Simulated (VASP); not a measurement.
A run of VASP 6.6.1 is set up as follows.

The input INCAR:

```
  PREC = Accurate
  ENCUT = 520
  EDIFF = 1E-6
  ISMEAR = 0
  SIGMA = 0.15
  LREAL = F
  LASPH = T
  NELM = 100
  ALGO = Fast
  ISIF = 2
  LWAVE = F
  LCHARG = F
  GGA = CA
  NBANDS = 32
```

The input KPOINTS:

```
regular mesh
0
Gamma
  12 12 12
```

The input POSCAR:

```
Ti3Zn
1.0
    3.9100542040     -0.0347139598     -0.0347139598
   -0.0347139598      3.9100542040     -0.0347139598
   -0.0347139598     -0.0347139598      3.9100542040
Ti Zn
3 1
Direct
    0.0000000000      0.5000000000      0.5000000000
    0.5000000000      0.0000000000      0.5000000000
    0.5000000000      0.5000000000      0.0000000000
    0.0000000000      0.0000000000      0.0000000000
```

Potentials or basis: VASP PAW LDA potentials, release 64 (Ti_sv, Zn).

Run with:

```bash
$ cat potpaw_LDA.64/Ti_sv/POTCAR potpaw_LDA.64/Zn/POTCAR > POTCAR
$ mpirun -np 1 vasp_std > vasp.out
```

Q: What does it give for the band gap on the k mesh?

A: Zero (bands 24 and 25 overlap by 0.41 eV).

Q: Estimate the pressure.

A: 0.3 GPa.

Stress tensor (GPa, compression positive):
```
0.27 1.21 1.21
1.21 0.27 1.21
1.21 1.21 0.27
```
